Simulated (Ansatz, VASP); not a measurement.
# Two plane-wave programs on Mg4H

```xyz
10
Lattice="6.4201 0.0000 0.0000 0.0000 5.1379 0.0000 0.0000 0.0000 21.6645" Properties=species:S:1:pos:R:3 pbc="T T T"
Mg    0.0000    3.8534    4.0000
Mg    3.2101    3.8534    4.0000
Mg    1.6050    1.2845    4.9267
Mg    4.8151    1.2845    4.9267
Mg    1.6050    3.8534    6.8746
Mg    4.8151    3.8534    6.8746
Mg    0.0000    1.2845    7.6645
Mg    3.2101    1.2845    7.6645
H     4.4901    0.4282    8.4345
H     5.1401    0.4282    8.4345
```

Alike in both runs: task single point; functional PBE; k mesh 4 × 5 × 1; occupations gaussian, width 0.1 eV; no spin polarisation.

```csv
,VASP,Ansatz
version,VASP 6.6.1,Ansatz 0.2.0
potentials or method,"VASP PAW PBE potentials, release 64 (Mg, H), cutoff 520 eV","scalar-relativistic, plane waves, PAW"
valence electrons in the cell,18,82
```

Ansatz gave:

| Item | Value |
| --- | --- |
| gap on the k mesh at the Fermi level (eV) | none |
| rms of the force components (eV/Å) | 1.575 |

Problem. Which values does VASP return?

Solution. gap on the k mesh at the Fermi level (eV): none; rms of the force components (eV/Å): 1.591.

Atom by atom the forces differ by 0.016 eV/Å (rms over components). A gap of «none» marks a metal or a gap that the smearing closes. VASP's potentials hold 18 valence electrons a cell and Ansatz's 82, so a difference there can come from the potentials and not from the codes.
